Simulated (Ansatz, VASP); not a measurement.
**One calculation of Hf2SnS2, two programs**

The input INCAR:

```
SYSTEM = Hf2SnS2
PREC     = Accurate       ! precision mode
ENCUT    = 520            ! plane-wave cutoff, eV
EDIFF    = 1E-7           ! SCF threshold, eV
ISMEAR   = 0              ! smearing method
SIGMA    = 0.1            ! smearing width, eV
LREAL    = .False.        ! projectors in reciprocal space
LASPH    = .True.         ! aspherical terms in the spheres
NELM     = 60             ! most SCF steps
ALGO     = Normal         ! electronic algorithm
ISIF     = 2              ! what is computed and relaxed
LWAVE    = .False.        ! write WAVECAR
LCHARG   = .False.        ! write CHGCAR
GGA      = PE             ! functional
NBANDS   = 31             ! bands
```

KPOINTS

```
regular mesh
0
Gamma
  6 6 6
  0 0 0
```

Contents of POSCAR:

```
Hf2SnS2
1.0
   -1.8519092500      1.8519092500      7.2468110100
    1.8519092500     -1.8519092500      7.2468110100
    1.8519092500      1.8519092500     -7.2468110100
Hf Sn S
2 1 2
Direct
    0.7500000000      0.2500000000      0.5000000000
    0.2500000000      0.7500000000      0.5000000000
    0.0000000000      0.0000000000      0.0000000000
    0.3434561500      0.3434561500      0.0000000000
    0.6565438500      0.6565438500      0.0000000000
```

Input for Ansatz:

```yaml
crystal:
  lattice:
    - [-1.85190925, 1.85190925, 7.24681101]
    - [1.85190925, -1.85190925, 7.24681101]
    - [1.85190925, 1.85190925, -7.24681101]
  atoms:
    - { symbol: Hf, position: [0.75, 0.25, 0.5] }
    - { symbol: Hf, position: [0.25, 0.75, 0.5] }
    - { symbol: Sn, position: [0.0, 0.0, 0.0] }
    - { symbol: S, position: [0.34345615, 0.34345615, 0.0] }
    - { symbol: S, position: [0.65654385, 0.65654385, 0.0] }
basis:
  ecutwfc: 420
kpoints:
  mp_grid: { grid: [6, 6, 6] }
hamiltonian:
  xc: pbe
scf:
  occupations: { method: gaussian, width: 0.1 }
  lower_state_search: "off"
output:
  forces: true
  stress: true
  eigenvalues: true
```

Change from the starting cell: species swapped into the CsCo2S2 type (I4/mmm, No. 139).

Alike in both runs: task single point; functional PBE; k mesh 6 × 6 × 6; occupations gaussian, width 0.1 eV; no spin polarisation.

|  | VASP | Ansatz |
| --- | --- | --- |
| version | VASP 6.6.1 | Ansatz 0.2.0 |
| potentials or method | VASP PAW PBE potentials, release 64 (Hf_pv, Sn_d, S), cutoff 520 eV | scalar-relativistic, plane waves, PAW |
| valence electrons in the cell | 46 | 78 |

|  | VASP | Ansatz | Ansatz less VASP |
| --- | --- | --- | --- |
| gap on the k mesh at the Fermi level (eV) | none | none | - |
| rms of the force components (eV/Å) | 2.295 | 2.284 | -0.0112 |

Atom by atom the forces differ by 0.011 eV/Å (rms over components). A gap of «none» marks a metal or a gap that the smearing closes. VASP's potentials hold 46 valence electrons a cell and Ansatz's 78, so a difference there can come from the potentials and not from the codes.

The k mesh is coarse, so the values compare programs but aren't converged. Neither program's run includes spin-orbit coupling.
